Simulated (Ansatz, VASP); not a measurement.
# Sn: VASP beside Ansatz

```
Sn
1.0
     3.32911    3.32911    0.00000
    -3.32911    3.32911    0.00000
     0.00000    0.00000    6.65821
Sn
4
Direct
  0.00000 0.00000 0.50000
  0.00000 0.50000 0.25000
  0.50000 0.50000 0.00000
  0.50000 0.00000 0.75000
```

Alike in both runs: task single point; functional PBE; k mesh 12 × 12 × 8; occupations gaussian, width 0.1 eV; no spin polarisation.

|  | VASP | Ansatz |
| --- | --- | --- |
| version | VASP 6.6.1 | Ansatz 0.2.0 |
| potentials or method | VASP PAW PBE potentials, release 64 (Sn_d), cutoff 520 eV | scalar-relativistic, plane waves, PAW |
| valence electrons in the cell | 56 | 56 |

```tsv
	VASP	Ansatz	Ansatz less VASP
gap on the k mesh at the Fermi level (eV)	none	none	-
pressure (GPa)	-0.1	-0.1	+0.03
```

A gap of «none» marks a metal or a gap that the smearing closes.
